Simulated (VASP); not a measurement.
# SrVO3: single point with PBE

The system is SrVO3.

```
Sr V O
1.0
     3.84090    0.00000    0.00000
     0.00000    3.84090    0.00000
     0.00000    0.00000    3.84090
Sr V O
1 1 3
Direct
  0.50000 0.50000 0.50000
  0.00000 0.00000 0.00000
  0.50000 0.00000 0.00000
  0.00000 0.50000 0.00000
  0.00000 0.00000 0.50000
```

```
Program                : VASP 6.6.1
Task                   : single point
Functional             : PBE
Potentials or basis    : VASP PAW PBE potentials, release 64 (Sr_sv, V_sv, O)
Cutoff                 : 520 eV
k mesh                 : 10 × 10 × 10
Occupations            : gaussian, width 0.1 eV
Spin                   : collinear spin, ferromagnetic start
Starting moments       : [0.0, 0.29, 0.0, 0.0, 0.0] μB
Dipole correction      : no
Further INCAR settings : ALGO = Normal; EDIFF = 1e-07; NBANDS = 32
```

```yaml
Pressure: 3.5 GPa
Net_moment: 0.32 μB per cell
Site_moments: Sr +0.00; V +0.31; O -0.00 μB
Valence_electrons_inside_the_program's_atomic_spheres: Sr 8.02; V 11.59; O 5.05
```

Levels at points of the mesh, in eV from the Fermi level:
Spin up:
```csv
k point,band 17,band 18,band 19,band 20,band 21,band 22,band 23,band 24
"(0.00, 0.00, 0.00)",-3.28,-2.44,-2.44,-2.44,-1.15,-1.15,-1.15,1.18
"(0.50, 0.00, 0.00)",-4.61,-4.14,-2.89,-2.89,-1.03,0.80,0.80,1.20
"(0.50, 0.50, 0.00)",-4.15,-3.66,-3.66,-2.15,0.77,0.77,1.12,2.21
"(0.50, 0.50, 0.50)",-5.97,-2.05,-2.05,-2.05,1.36,1.36,1.36,5.19
```
Spin down:
```csv
k point,band 17,band 18,band 19,band 20,band 21,band 22,band 23,band 24
"(0.00, 0.00, 0.00)",-3.28,-2.44,-2.44,-2.44,-0.80,-0.80,-0.80,1.35
"(0.50, 0.00, 0.00)",-4.55,-4.14,-2.89,-2.89,-0.67,1.10,1.10,1.36
"(0.50, 0.50, 0.00)",-4.13,-3.65,-3.65,-2.15,1.09,1.09,1.46,2.37
"(0.50, 0.50, 0.50)",-5.90,-2.05,-2.05,-2.05,1.69,1.69,1.69,5.20
```

It took 5.2 min on 1 thread of Intel Xeon 8259CL (shared host), peak memory 0.31 GiB.

Caveat: the cell stands under pressure; a moment this small can come from the mesh or the smearing; semilocal functionals often make such compounds metallic where correlation or magnetic order opens a gap, which also shifts bond lengths. With open d or f shells a metallic result of PBE can be an artefact of self-interaction; +U or a hybrid may open a gap.
